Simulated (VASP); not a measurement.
## Si: single point with PBEsol

The system is Si.

```xyz
4
Lattice="2.6626 2.6626 0.0000 -2.7211 2.7211 0.0000 0.0000 0.0000 5.4725" Properties=species:S:1:pos:R:3 pbc="T T T"
Si   -1.3605    1.3605    1.3762
Si    0.0000    0.0000    2.7281
Si    1.3313    1.3313    4.1125
Si   -0.0293    2.6918   -0.0081
```

This cell differs from its parent crystal: uniaxial strain along a: -2.0 %, then relaxed in part.

| Property | Result |
| --- | --- |
| Program | VASP 6.6.1 |
| Task | single point |
| Functional | PBEsol |
| Potentials or basis | VASP PAW PBE potentials, release 64 (Si) |
| Cutoff | 520 eV |
| k mesh | 10 × 10 × 8 |
| Occupations | gaussian, width 0.02 eV |
| Spin | no spin polarisation |
| Dipole correction | no |
| Further INCAR settings | ALGO = Normal; EDIFF = 1e-06; NBANDS = 16 |

```json
{
  "Pressure": "1.2 GPa",
  "Band gap on the k mesh": "0.25 eV"
}
```

Stress tensor (GPa, compression positive):
```
1.75 1.66 0.00
1.66 1.75 0.00
0.00 0.00 0.12
```

Levels at points of the mesh, in eV from the valence-band top:
```tsv
k point	band 6	band 7	band 8	band 9	band 10	band 11
(0.00, 0.00, 0.00)	-0.24	-0.22	0.00	0.34	0.67	2.23
(0.50, 0.00, 0.00)	-4.04	-1.51	-1.51	2.20	2.20	4.55
(0.00, 0.50, 0.00)	-4.08	-1.31	-1.31	2.44	2.44	4.69
(0.50, 0.50, 0.00)	-3.09	-3.09	-3.09	0.37	0.37	0.37
(0.00, 0.00, 0.50)	-2.15	-1.87	-1.87	0.95	0.95	2.86
(0.50, 0.00, 0.50)	-1.47	-1.38	-1.38	1.23	1.23	3.05
(0.00, 0.50, 0.50)	-1.43	-1.18	-1.18	1.43	1.43	3.08
(0.50, 0.50, 0.50)	-4.10	-4.10	-4.10	3.89	3.89	3.89
```

Run time: 4.5 min on 1 thread of Intel Xeon 8259CL (shared host), peak memory 0.29 GiB.

Caveat: the cell differs from its parent crystal (uniaxial strain along a: -2.0 %, then relaxed in part); the PAW data sets were made with another functional, which shifts forces and pressure a little. A k mesh can miss the band edges.
